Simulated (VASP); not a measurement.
# GaN in VASP: further runs

GaN is run at these levels: PBE; tasks: single point.

Program: VASP 6.6.1. These are calculated values, not measurements. Logs are shortened: lines on timing, memory, paths and dates and some standing lists are left out, and cuts for length are marked.

## (1) The cell of the first run

Symmetry: F-43m, No. 216, cubic system. The conventional cell has a = 4.548 Å, b = 4.548 Å, c = 4.548 Å, α = 90.00°, β = 90.00°, γ = 90.00°. Ga (site symmetry -43m) has 4 N at 1.97 Å within 2.6 Å. Within 2.6 Å of N (site symmetry -43m) lie 4 Ga at 1.97 Å.

## (2) Single point, PBE

Contents of INCAR:

```
PREC = Accurate
ENCUT = 520
EDIFF = 1E-6
ISMEAR = 0
SIGMA = 0.1
LREAL = False
LASPH = True
NELM = 60
ALGO = Normal
ISIF = 2
LWAVE = False
LCHARG = True
GGA = PE
LELF = True
LVHAR = True
NBANDS = 46
```

Contents of KPOINTS:

```
regular mesh
0
Gamma
  6 4 4
```

Contents of POSCAR:

```
GaN
1.0
    2.2740798337      2.2740798337      0.0000000000
    2.2740798337     -2.2740798337      4.5481596674
    2.2740798337     -2.2740798337     -4.5481596674
Ga N
4 4
Direct
    0.0000000000      0.0000000000      0.0000000000
    0.5000000000      0.5000000000      1.0000000000
    0.5000000000      1.0000000000      0.5000000000
    0.0000000000      0.5000000000      0.5000000000
    0.5000000000      0.3750000000      0.6250000000
    0.0000000000      0.8750000000      0.6250000000
    1.0000000000      0.3750000000      0.1250000000
    0.5000000000      0.8750000000      0.1250000000
```

Potentials or basis: VASP PAW PBE potentials, release 64 (Ga_d, N).

The run is started by

```sh
$ cat potpaw_PBE.64/Ga_d/POTCAR potpaw_PBE.64/N/POTCAR > POTCAR
$ mpirun -np 1 vasp_std > vasp.out
```

OUTCAR:

```text
PREC = Accurate
   ENCUT = 520
   EDIFF = 1E-6
   ISMEAR = 0
   LREAL = False
   LASPH = True
   NELM = 60
   ISIF = 2
   GGA = PE

 ion  position               nearest neighbor table
   1  0.000  0.000  0.000-   6 1.97   7 1.97   8 1.97   8 1.97
   2  0.500  0.500  0.000-   5 1.97   7 1.97   8 1.97   7 1.97
   3  0.500  0.000  0.500-   5 1.97   6 1.97   8 1.97   6 1.97
   4  0.000  0.500  0.500-   5 1.97   6 1.97   7 1.97   5 1.97
   5  0.500  0.375  0.625-   2 1.97   3 1.97   4 1.97   4 1.97
   6  0.000  0.875  0.625-   1 1.97   3 1.97   4 1.97   3 1.97
   7  0.000  0.375  0.125-   1 1.97   2 1.97   4 1.97   2 1.97
   8  0.500  0.875  0.125-   1 1.97   2 1.97   3 1.97   1 1.97

  LATTYP: Found a base centered orthorhombic cell.
 ALAT       =     6.4320690855
 B/A-ratio  =     1.4142135624
 C/A-ratio  =     0.5000000000

  Lattice vectors:

 A1 = (   2.2740798337,  -2.2740798337,   4.5481596674)
 A2 = (   2.2740798337,  -2.2740798337,  -4.5481596674)
 A3 = (   2.2740798337,   2.2740798337,   0.0000000000)

Analysis of symmetry for initial positions (statically):
=====================================================================
 Subroutine PRICEL returns following result:

  LATTYP: Found a face centered cubic cell.
 ALAT       =     4.5481596674

  Lattice vectors:

 A1 = (   0.0000000000,  -2.2740798337,   2.2740798337)
 A2 = (   2.2740798337,  -2.2740798337,   0.0000000000)
 A3 = (   2.2740798337,  -0.0000000000,   2.2740798337)

   4 primitive cells build up your supercell.

 Routine SETGRP: Setting up the symmetry group for a
 base centered orthorhombic supercell.

 Subroutine GETGRP returns: Found  4 space group operations
 (whereof  4 operations were pure point group operations)
 out of a pool of  8 trial point group operations.

The static configuration has the point symmetry C_2v.

Analysis of symmetry for dynamics (positions and initial velocities):
=====================================================================
 Subroutine PRICEL returns following result:

  LATTYP: Found a face centered cubic cell.
 ALAT       =     4.5481596674

  Lattice vectors:

 A1 = (   0.0000000000,  -2.2740798337,   2.2740798337)
 A2 = (   2.2740798337,  -2.2740798337,   0.0000000000)
 A3 = (   2.2740798337,  -0.0000000000,   2.2740798337)
[... 106 lines left out ...]
   LSORBIT =      F    spin-orbit coupling
   LASPH  =      T    aspherical Exc in radial PAW
   ENCUT  =  520.0 eV  38.22 Ry    6.18 a.u.   5.98 10.36 10.36*2*pi/ulx,y,z
   NELM   =     60;   NELMIN=  2; NELMDL= -5     # of ELM steps
   EDIFF  = 0.1E-05   stopping-criterion for ELM
   LREAL  =      F    real-space projection
   EDIFFG = 0.1E-04   stopping-criterion for IOM
   NSW    =      0    number of steps for IOM
   IBRION =     -1    ionic relax: 0-MD 1-quasi-New 2-CG
   NFREE  =      0    steps in history (QN), initial steepest desc. (CG)
   ISIF   =      2    stress and relaxation
   ISYM   =      2    0-nonsym 1-usesym 2-fastsym
   POTIM  = 0.5000    time-step for ionic-motion
   TEBEG  =    0.0;   TEEND  =   0.0 temperature during run
   PSTRESS=    0.0 pullay stress
   NELECT =      72.0000    total number of electrons
   NUPDOWN=      -1.0000    fix difference up-down
   EMIN   =  10.00;   EMAX   =-10.00  energy-range for DOS
   EFERMI =   0.00;   METHOD = LEGACY
   ISMEAR =     0;   SIGMA  =   0.10  broadening in eV -4-tet -1-fermi 0-gaus
   EFERMI_NEDOS =   21; number of points for ismear=-14 and -15
   IALGO  =     38    algorithm
   IMIX   =      4    mixing-type and parameters
     AMIX     =   0.40;   BMIX     =  1.00
     AMIX_MAG =   1.60;   BMIX_MAG =  1.00
  volume/ion in A,a.u.               =      11.76        79.36
  Fermi-wavevector in a.u.,A,eV,Ry     =   1.497442  2.829755 30.508779  2.242332
  Thomas-Fermi vector in A             =   2.609329
   LORBIT       =      0    0 simple, 1 ext, 2 COOP (PROOUT), +10 PAW based schemes
   GGA     = PE    functional components
   LHFCALC =     F    Hartree Fock is set to
   AEXX    =    0.0000 exact exchange contribution
   IVDW    =     0    specifies the selected vdW correction
   LEPSILON=     F    determine dielectric tensor
   LRPA    =     F    only Hartree local field effects (RPA)
 non-spin polarized calculation
 Gauss-broadening in eV      SIGMA  =   0.10
  energy-cutoff  :      520.00
  volume of cell :       94.08
 maximum number of plane-waves:      2568
 NGX is ok and might be reduce to    24
   NGX = 11   NGY = 21   NGZ = 21

 number of electron      72.0000012 magnetization

 Free energy of the ion-electron system (eV)
  ---------------------------------------------------
  ext. energy  EPLUGINS =         0.00000000
  ---------------------------------------------------
  free energy    TOTEN  =       -48.60995060 eV

  energy without entropy =      -48.60995060  energy(sigma->0) =      -48.60995060

 E-fermi :   5.4375     XC(G=0): -11.5214

 val. band max:        4.9901815080   @ k =   0.0000   0.0000   0.0000
 cond. band min:       6.5381860964   @ k =   0.0000   0.0000   0.0000
 fundamental gap:      1.5480045884
 Fermi energy:         5.4375168132

 k-point     1 :       0.0000    0.0000    0.0000
  band No.  band energies     occupation
      1     -10.7145      2.00000
      2      -9.8972      2.00000
      3      -9.8972      2.00000
      4      -9.7495      2.00000
      5      -8.4335      2.00000
      6      -8.4333      2.00000
[... 1165 lines left out ...]
     45      14.9737      0.00000
     46      14.9737      0.00000

 [... further k-points ...]
[... 5 lines left out ...]
  --------------------------------------------------------------------------------------
  -------------------------------------------------------------------------------------
  Total        0.0825944      0.0825944      0.0632813      0.0097158      0.0000000     -0.0000000
  in kB        1.4065458      1.4065458      1.0776535      0.1654566      0.0000000     -0.0000000
  external PRESSURE =       1.2969150 kB  Pullay stress =       0.0000000 kB

 VOLUME and BASIS-vectors are now :
 -----------------------------------------------------------------------------
  energy-cutoff  :      520.00
  volume of cell :       94.08
      direct lattice vectors                 reciprocal lattice vectors
     2.274079834  2.274079834  0.000000000     0.219869150  0.219869150  0.000000000
     2.274079834 -2.274079834  4.548159667     0.109934575 -0.109934575  0.109934575
     2.274079834 -2.274079834 -4.548159667     0.109934575 -0.109934575 -0.109934575

 POSITION                                       TOTAL-FORCE (eV/Angst)
 -----------------------------------------------------------------------------------
      0.00000      0.00000      0.00000         0.000000      0.000000      0.000056
      2.27408      0.00000      2.27408         0.000000      0.000000      0.000056
      2.27408      0.00000     -2.27408         0.000000      0.000000      0.000056
      2.27408     -2.27408      0.00000         0.000000      0.000000      0.000056
      3.41112     -1.13704     -1.13704         0.000000      0.000000     -0.000056
      3.41112     -3.41112      1.13704         0.000000      0.000000     -0.000056
      1.13704     -1.13704      1.13704         0.000000      0.000000     -0.000056
      3.41112     -1.13704      3.41112         0.000000      0.000000     -0.000056
 -----------------------------------------------------------------------------------
    total drift:                                0.000000     -0.000000      0.000111

  FREE ENERGIE OF THE ION-ELECTRON SYSTEM (eV)
  ---------------------------------------------------
  free  energy   TOTEN  =       -48.6099505961 eV

  energy  without entropy=      -48.6099505961  energy(sigma->0) =      -48.60995060
```

OSZICAR:

```text
N       E                     dE             d eps       ncg     rms          rms(c)
DAV:   1     0.771701438829E+03    0.77170E+03   -0.33364E+04  2974   0.288E+03
DAV:   2     0.990663354583E+02   -0.67264E+03   -0.63710E+03  2672   0.694E+02
DAV:   3    -0.449099737987E+02   -0.14398E+03   -0.13970E+03  3000   0.215E+02
DAV:   4    -0.560943695927E+02   -0.11184E+02   -0.11079E+02  3370   0.623E+01
DAV:   5    -0.564351929280E+02   -0.34082E+00   -0.34016E+00  3110   0.111E+01    0.152E+01
DAV:   6    -0.483289523043E+02    0.81062E+01   -0.24428E+01  4730   0.538E+01    0.414E+00
DAV:   7    -0.486517773601E+02   -0.32283E+00   -0.41513E+00  2854   0.111E+01    0.382E+00
DAV:   8    -0.486375396276E+02    0.14238E-01   -0.42099E-01  3874   0.695E+00    0.100E+00
DAV:   9    -0.486081709246E+02    0.29369E-01   -0.14485E-01  3962   0.468E+00    0.400E-01
DAV:  10    -0.486098201570E+02   -0.16492E-02   -0.13334E-02  2970   0.828E-01    0.163E-01
DAV:  11    -0.486099435725E+02   -0.12342E-03   -0.25595E-03  3626   0.587E-01    0.898E-02
DAV:  12    -0.486099548275E+02   -0.11255E-04   -0.28383E-04  3136   0.103E-01    0.355E-02
DAV:  13    -0.486099503739E+02    0.44536E-05   -0.68000E-05  3884   0.884E-02    0.187E-02
DAV:  14    -0.486099506112E+02   -0.23731E-06   -0.14661E-05  2998   0.243E-02    0.849E-03
DAV:  15    -0.486099505961E+02    0.15085E-07   -0.13562E-06  1988   0.701E-03
   1 F= -.48609951E+02 E0= -.48609951E+02  d E =-.353903E-11
```

Wall time 71 s (1 thread of Intel Xeon 6975P-C (Granite Rapids), shared host); peak memory 0.24 GiB.

Results:

```
Free energy            : -48.6100 eV
Pressure               : 0.1 GPa
Band gap on the k mesh : 1.55 eV
```

## (3) Single point, PBE

Contents of INCAR:

```
SYSTEM = GaN
  PREC = Accurate
  ENCUT = 520
  EDIFF = 1E-6
  ISMEAR = 0
  SIGMA = 0.1
  LREAL = .False.
  LASPH = .True.
  NELM = 100
  ALGO = Normal
  ISIF = 2
  LWAVE = .False.
  LCHARG = .False.
  GGA = PE
  NBANDS = 46
```

Contents of KPOINTS:

```
Automatic mesh
0
Gamma
  6 4 4
  0 0 0
```

Contents of POSCAR:

```
GaN
1.0
    2.2762278930      2.2748295686     -0.0002776138
    2.2753897182     -2.2745807828      4.5452316035
    2.2751255511     -2.2731555999     -4.5444100919
Ga N
4 4
Direct
    0.0000071490     -0.0000036946      0.0000190687
    0.5000141509      0.5000013601      1.0000251521
    0.5000121286      0.9999957534      0.5000173984
    0.0000224007      0.5000002543      0.5000283649
    0.4999936361      0.3750025739      0.6249805047
   -0.0000124436      0.8750030009      0.6249737057
    0.9999843466      0.3749985995      0.1249834676
    0.4999786317      0.8750021527      0.1249723379
```

Potentials or basis: VASP PAW PBE potentials, release 64 (Ga_d, N).

The run is started by

```sh
$ cat potpaw_PBE.64/Ga_d/POTCAR potpaw_PBE.64/N/POTCAR > POTCAR
$ mpirun -np 1 vasp_std > vasp.out
```

Run time: 94 s. Hardware: 1 thread of Intel Xeon 6975P-C (Granite Rapids), shared host; peak memory 0.3 GiB.

The run converged. Its results:

```
Free energy            : -48.6099 eV
Pressure               : 0.1 GPa
Band gap on the k mesh : 1.54 eV
```

Stress tensor (GPa, compression positive):
```
-0.02 -0.05 -0.01
-0.05  0.06  0.05
-0.01  0.05  0.13
```

Levels at points of the mesh, in eV from the valence-band top:
| k point | band 33 | band 34 | band 35 | band 36 | band 37 | band 38 | band 39 | band 40 |
| --- | --- | --- | --- | --- | --- | --- | --- | --- |
| (0.00, 0.00, 0.00) | -0.93 | -0.01 | 0.00 | 0.00 | 1.54 | 3.34 | 4.44 | 4.45 |
| (0.50, 0.00, 0.00) | -3.16 | -3.16 | -1.00 | -1.00 | 6.17 | 6.17 | 6.24 | 6.24 |
| (0.00, 0.50, 0.00) | -0.51 | -0.51 | -0.50 | -0.50 | 3.89 | 3.89 | 5.29 | 5.29 |
| (0.50, 0.50, 0.00) | -1.84 | -1.84 | -1.84 | -1.84 | 5.30 | 5.30 | 5.31 | 5.31 |
| (0.00, 0.00, 0.50) | -0.51 | -0.51 | -0.50 | -0.50 | 3.89 | 3.89 | 5.29 | 5.29 |
| (0.50, 0.00, 0.50) | -1.84 | -1.84 | -1.84 | -1.84 | 5.30 | 5.30 | 5.31 | 5.31 |
| (0.00, 0.50, 0.50) | -1.44 | -1.44 | -1.00 | -1.00 | 4.47 | 4.47 | 6.23 | 6.23 |
| (0.50, 0.50, 0.50) | -0.94 | -0.94 | -0.93 | -0.93 | 3.34 | 3.34 | 4.45 | 4.45 |
